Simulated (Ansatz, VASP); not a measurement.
# SnSe in VASP and in Ansatz

```
Sn Se
1.0
     4.18990    0.00000    0.00000
     0.00000    4.18990    0.07856
     0.00000    0.20587   10.97962
Sn Se
2 2
Cartesian
  2.0949 0.0779 4.1521
  0.0000 2.2230 6.8668
  2.0949 0.1280 6.8269
  0.0000 2.1728 4.1920
```

Change from the starting cell: strain +0.0375 x Voigt [0, 0, 0, 1, 0, 0], atoms carried along.

Alike in both runs: task single point; functional LDA; k mesh 6 × 6 × 4; occupations gaussian, width 0.05 eV; no spin polarisation.

```csv
,VASP,Ansatz
version,VASP 6.6.1,Ansatz 0.2.0
potentials or method,"VASP PAW LDA potentials, release 64 (Sn_d, Se), cutoff 500 eV","scalar-relativistic, plane waves, PAW"
valence electrons in the cell,40,60
```

```csv
,VASP,Ansatz,Ansatz less VASP
gap on the k mesh at the Fermi level (eV),1.44,1.45,+0.017
least direct gap on the mesh (eV),1.49,1.51,+0.016
rms of the force components (eV/Å),0.048,0.045,-0.0024
```

LDA's correlation is that of Perdew and Zunger in VASP and of Perdew and Wang (1992) in Ansatz. Atom by atom the forces differ by 0.014 eV/Å (rms over components). VASP's potentials hold 40 valence electrons a cell and Ansatz's 60, so a difference there can come from the potentials and not from the codes. Ansatz's warnings: xc potential rough in thin density.
